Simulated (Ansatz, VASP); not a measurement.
**WS2: VASP beside Ansatz**

```
W S
1.0
     1.59111    0.91863    6.55481
    -1.59111    0.91863    6.55481
     0.00000   -1.83726    6.55481
W S
1 2
Direct
  0.00067 0.00067 0.00067
  0.41330 0.41330 0.41330
  0.25473 0.25473 0.25473
```

Alike in both runs: functional r2SCAN; k mesh 12 × 12 × 12; occupations gaussian, width 0.02 eV; no spin polarisation.

Ansatz relaxed the structure, and its values are those at the end. VASP's run is a single point on that final structure, the one shown.

|  | VASP | Ansatz |
| --- | --- | --- |
| version | VASP 6.6.1 | Ansatz 0.2.0 |
| potentials or method | VASP PAW PBE potentials, release 64 (W_sv, S), cutoff 520 eV | scalar-relativistic, plane waves, PAW |
| valence electrons in the cell | 26 | 26 |

Ansatz gave:

* gap on the k mesh at the Fermi level (eV): 1.37
* least direct gap on the mesh (eV): 1.92
* pressure (GPa): 0.0
* rms of the force components (eV/Å): 0.000

Estimate VASP's values.

gap on the k mesh at the Fermi level (eV): 1.39; least direct gap on the mesh (eV): 1.92; pressure (GPa): 0.2; rms of the force components (eV/Å): 0.010.

VASP's potentials were made for PBE, not for r2SCAN.

Spin-orbit coupling is off throughout.
